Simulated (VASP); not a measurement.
## CsBe2: relaxation of cell and atoms with PBE

Crystal: CsBe2.

```xyz
3
Lattice="0.0000 4.0856 4.0856 4.0856 0.0000 4.0856 4.0856 4.0856 0.0000" Properties=species:S:1:pos:R:3 pbc="T T T"
Cs    0.0000    0.0000    0.0000
Be    2.0428    2.0428    2.0428
Be    6.1284    6.1284    6.1284
```

```yaml
Program: VASP 6.6.1
Task: relaxation of cell and atoms
Functional: PBE
Potentials_or_basis: VASP PAW PBE potentials, release 64 (Cs_sv, Be)
Cutoff: 600 eV
k_mesh: 10 × 10 × 10
Occupations: gaussian, width 0.1 eV
Spin: no spin polarisation
Dipole_correction: no
Further_INCAR_settings: ALGO = Normal; EDIFF = 1e-07; IBRION = 2; EDIFFG = -0.01; NSW = 100; ISIF = 3
```

```json
{
  "Relaxed volume": "46.21 Å³/atom",
  "Relaxed cell": "a = 5.809 Å, b = 5.809 Å, c = 5.809 Å, α = 60.00°, β = 60.00°, γ = 60.00°",
  "Space group after relaxing (to 0.1 Å)": "Fm-3m (No. 225)",
  "Energy gained by relaxing": "0.2 meV/atom",
  "Ionic steps": "3",
  "Pressure after relaxing": "0.0 GPa",
  "Band gap on the k mesh": "zero (an odd number of electrons rules out a gap without spin polarisation)"
}
```

The path:
```
step  energy change (eV)  largest force (eV/Å)  pressure (GPa)  volume (Å³)
   1              0.0000                0.0000            0.10       136.40
   2             -0.0003                0.0000            0.08       136.95
   3             -0.0007                0.0000            0.01       138.63
```

Final structure:
```
CELL_PARAMETERS angstrom
0.00000 4.10777 4.10777
4.10777 0.00000 4.10777
4.10777 4.10777 0.00000
ATOMIC_POSITIONS crystal
Cs 0.00000 0.00000 0.00000
Be 0.25000 0.25000 0.25000
Be 0.75000 0.75000 0.75000
```

Levels at points of the mesh, in eV from the Fermi level:
| k point | band 3 | band 4 | band 5 | band 6 | band 7 | band 8 | band 9 | band 10 |
| --- | --- | --- | --- | --- | --- | --- | --- | --- |
| (0.00, 0.00, 0.00) | -9.29 | -9.29 | -3.89 | -0.95 | 0.09 | 0.09 | 0.09 | 2.66 |
| (0.50, 0.00, 0.00) | -9.31 | -9.31 | -2.89 | -2.19 | 0.56 | 0.56 | 1.44 | 1.50 |
| (0.50, 0.50, 0.00) | -9.34 | -9.34 | -2.28 | -2.24 | -0.87 | 0.68 | 0.68 | 2.36 |

Run time: 81 s on 1 thread of Intel(R) Xeon(R) 6975P-C (Granite Rapids), with other jobs on the host, peak memory 0.38 GiB.

Caveat: spin-orbit coupling is left out, which moves the levels of the heavy elements.
